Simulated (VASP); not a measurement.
Crystal: Si.

```xyz
2
Lattice="0.0000 2.7104 2.7221 2.7104 0.0000 2.7221 2.7104 2.7104 0.0000" Properties=species:S:1:pos:R:3 pbc="T T T"
Si    1.3552    1.3552    1.3611
Si    0.0000    0.0000    0.0000
```

This cell differs from its parent crystal: biaxial xy strain -0.4%.

Base run:

| Quantity | Value |
| --- | --- |
| Program | VASP 6.6.1 |
| Functional | r2SCAN |
| Potentials or basis | VASP PAW PBE potentials, release 64 (Si) |
| Cutoff | 520 eV |
| k mesh | 8 × 8 × 8 |
| Occupations | gaussian, width 0.01 eV |
| Spin | no spin polarisation |

Its results: band gap on the k mesh 0.79 eV, indirect (least direct gap 2.74 eV); pressure 0.6 GPa.

Problem. The run is repeated on the same cell with these changes: functional from r2SCAN to HSE06; k mesh from 8 × 8 × 8 to 6 × 6 × 6. What comes out?

Solution. Band gap on the k mesh 1.27 eV, indirect (least direct gap 3.31 eV); pressure 0.3 GPa.

Several settings changed at once, so the effect can't be laid on one alone.

Caveats: the PAW data sets were made with another functional, which shifts forces and pressure a little.

A k mesh can miss the band edges.
